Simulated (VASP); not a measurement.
Ta, 1 atom in the cell. The structure is cubic, space group Im-3m (No. 229). The conventional cell has a = 3.405 Å, b = 3.405 Å, c = 3.405 Å, α = 90.00°, β = 90.00°, γ = 90.00°. Within 3.9 Å of Ta (site symmetry m-3m) lie 14 Ta at 2.95 to 3.41 Å. 

* Program: VASP 6.6.1
* Task: single point
* Functional: PBE
* Potentials or basis: VASP PAW PBE potentials, release 64 (Ta_pv)
* Cutoff: 520 eV
* k mesh: 20 × 20 × 20
* Occupations: gaussian, width 0.15 eV
* Spin: no spin polarisation
* Dipole correction: no
* Further INCAR settings: ALGO = Normal; EDIFF = 1e-06; NBANDS = 12

Potentials or basis: VASP PAW PBE potentials, release 64 (Ta_pv).

Command:

```bash
$ cat potpaw_PBE.64/Ta_pv/POTCAR > POTCAR
$ mpirun -np 1 vasp_std > vasp.out
```

Hardware: 1 thread of Intel Xeon 8259CL, with other jobs on the host.

Question: How long does it take, and how much memory?

Answer: Run time: 58 s on 1 thread of Intel Xeon 8259CL (shared host), peak memory 0.19 GiB. Counts: scf iterations 11, k points 256.
